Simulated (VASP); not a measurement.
Set up this calculation in VASP 6.6.1, as the native input.

| Quantity | Value |
| --- | --- |
| Task | relaxation of cell and atoms |
| Functional | PBE |
| Potentials or basis | VASP PAW PBE potentials, release 64 (Nb_sv, B) |
| Cutoff | 600 eV |
| k mesh | 14 × 14 × 14 |
| Occupations | gaussian, width 0.1 eV |
| Spin | no spin polarisation |
| Dipole correction | no |
| Further INCAR settings | ALGO = Normal; EDIFF = 1e-06; IBRION = 2; EDIFFG = -0.01; NSW = 100; ISIF = 3 |

The structure of Nb2B lies in POSCAR:

```
Nb2B
1.0
    0.0000000000      2.8170875644      2.8170875644
    2.8170875644      0.0000000000      2.8170875644
    2.8170875644      2.8170875644      0.0000000000
Nb B
2 1
Direct
    0.2500000000      0.2500000000      0.2500000000
    0.7500000000      0.7500000000      0.7500000000
    0.5000000000      0.5000000000      0.5000000000
```

The input as run:

INCAR

```
SYSTEM = Nb2B
ALGO = Normal ; EDIFF = 1E-6
EDIFFG = -0.01 ; ENCUT = 600
GGA = PE ; IBRION = 2
ISIF = 3 ; ISMEAR = 0
LASPH = .TRUE. ; LCHARG = .FALSE.
LREAL = .FALSE. ; LWAVE = .FALSE.
NELM = 80 ; NSW = 100
PREC = Accurate ; SIGMA = 0.1
```

KPOINTS

```
k-points
0
G
  14 14 14
  0 0 0
```

Potentials or basis: VASP PAW PBE potentials, release 64 (Nb_sv, B).

Launch:

```console
$ cat potpaw_PBE.64/Nb_sv/POTCAR potpaw_PBE.64/B/POTCAR > POTCAR
$ mpirun -np 1 vasp_std > vasp.out
```

Results of the run:

```
Relaxed volume                         : 14.88 Å³/atom
Relaxed cell                           : a = 3.982 Å, b = 3.982 Å, c = 3.982 Å, α = 60.00°, β = 60.00°, γ = 60.00°
Space group after relaxing (to 0.05 Å) : Fm-3m (No. 225)
Energy gained by relaxing              : 0.0 meV/atom
Ionic steps                            : 3
Pressure after relaxing                : 0.0 GPa
```

Run time: 110 s on 1 thread of Intel(R) Xeon(R) Platinum 8488C (Sapphire Rapids) (shared host), peak memory 0.25 GiB.
